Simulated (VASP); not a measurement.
Here is a VASP 6.6.1 calculation.

The input INCAR:

```
SYSTEM = GaN
PREC = Accurate
ENCUT = 600
EDIFF = 1E-6
ISMEAR = 0
SIGMA = 0.02
LREAL = .FALSE.
LASPH = .TRUE.
NELM = 60
ALGO = Normal
ISIF = 3
LWAVE = .FALSE.
LCHARG = .FALSE.
GGA = PS
IBRION = 2
NSW = 100
EDIFFG = -0.005
```

File KPOINTS:

```
regular mesh
0
G
  12 12 6
  0 0 0
```

File POSCAR:

```
GaN
1.0
    3.1799996605      0.0000000000      0.0000000000
   -1.5899998303      2.7539604900      0.0000000000
    0.0000000000      0.0000000000      5.1660000000
Ga N
2 2
Direct
    0.3333333333      0.6666666667      0.0000000000
    0.6666666667      0.3333333333      0.5000000000
    0.3333333333      0.6666666667      0.3750000000
    0.6666666667      0.3333333333      0.8750000000
```

Potentials or basis: VASP PAW PBE potentials, release 64 (Ga_d, N).

The run is started by

```console
$ cat potpaw_PBE.64/Ga_d/POTCAR potpaw_PBE.64/N/POTCAR > POTCAR
$ mpirun -np 1 vasp_std > vasp.out
```

Task: Estimate the relaxed cell.

Result: a = 3.180 Å, b = 3.180 Å, c = 5.183 Å, α = 90.00°, β = 90.00°, γ = 120.00°.

Task: Predict the band gap on the k mesh.

Result: 1.91 eV.

The path:
```tsv
step	energy change (eV)	largest force (eV/Å)	pressure (GPa)	volume (Å³)
1	0.0000	0.1310	0.66	45.24
2	-0.0005	0.0881	-0.51	45.54
3	-0.0020	0.0103	0.08	45.40
4	-0.0020	0.0048	-0.08	45.41
5	-0.0020	0.0060	0.14	45.37
6	-0.0020	0.0065	0.01	45.39
7	-0.0020	0.0042	0.14	45.38
8	-0.0020	0.0073	0.07	45.38
9	-0.0020	0.0078	0.02	45.38
10	-0.0020	0.0004	0.01	45.39
```

Caveat: the PAW data sets were made with another functional, which shifts forces and pressure a little. A hybrid or GW would open this gap; PBEsol tends to underestimate it.
